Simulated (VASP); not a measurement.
Crystal: ScPt.

```
CELL_PARAMETERS angstrom
3.27000 0.00000 0.00000
0.00000 3.27000 0.00000
0.00000 0.00000 3.27000
ATOMIC_POSITIONS crystal
Sc 0.50000 0.50000 0.50000
Pt 0.00000 0.00000 0.00000
```

| Item | Value |
| --- | --- |
| Program | VASP 6.6.1 |
| Task | relaxation of cell and atoms |
| Functional | LDA |
| Potentials or basis | VASP PAW LDA potentials, release 64 (Sc_sv, Pt) |
| Cutoff | 600 eV |
| k mesh | 14 × 14 × 14 |
| Occupations | gaussian, width 0.1 eV |
| Spin | no spin polarisation |

At the start: pressure -5.0 GPa; volume 17.48 Å³/atom.

Question: How do energy, volume and symmetry change on relaxing?

Answer: Over 3 steps the energy falls by 8.9 meV/atom and the volume is 16.93 Å³/atom (-3.2 %); space group Pm-3m (No. 221, to 0.05 Å).

Step by step:
```
step  energy change (eV)  largest force (eV/Å)  pressure (GPa)  volume (Å³)
   1              0.0000                0.0000           -4.96        34.97
   2              0.0208                0.0000            8.39        32.30
   3             -0.0179                0.0000           -0.04        33.85
```

Final structure:
```cif
data_structure
_symmetry_space_group_name_H-M 'P 1'
_symmetry_Int_Tables_number 1
_cell_length_a 3.2350
_cell_length_b 3.2350
_cell_length_c 3.2350
_cell_angle_alpha 90.000
_cell_angle_beta 90.000
_cell_angle_gamma 90.000
_cell_volume 33.85
loop_
_atom_site_label
_atom_site_type_symbol
_atom_site_fract_x
_atom_site_fract_y
_atom_site_fract_z
_atom_site_occupancy
Sc1 Sc 0.50000 0.50000 0.50000 1
Pt1 Pt 0.00000 0.00000 0.00000 1
```
